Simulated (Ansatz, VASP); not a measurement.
# Two plane-wave programs on C

```
C
1.0
     0.00000    1.78337    1.78337
     1.78337    0.00000    1.78337
     1.78337    1.78337    0.00000
C
2
Direct
  0.99747 0.00302 0.99625
  0.25253 0.24698 0.25375
```

Alike in both runs: task single point; functional PBEsol; k mesh 5 × 5 × 5; no spin polarisation.

|  | VASP | Ansatz |
| --- | --- | --- |
| version | VASP 6.6.1 | Ansatz 0.2.0 |
| potentials or method | VASP PAW PBE potentials, release 64 (C) | plane waves, PAW |
| plane-wave cutoff (eV) | 600 | 420 |
| occupations | fermi-dirac, width 0.1 eV | fermi-dirac |
| valence electrons in the cell | 8 | 8 |

Ansatz gave:

- rms of the force components (eV/Å): 0.489

Problem. What did VASP give for the same quantities?

Solution. rms of the force components (eV/Å): 0.492.

VASP's potentials were made for PBE, not for PBEsol. Atom by atom the forces differ by 0.003 eV/Å (rms over components).

The k mesh is coarse, so the values compare programs but aren't converged.
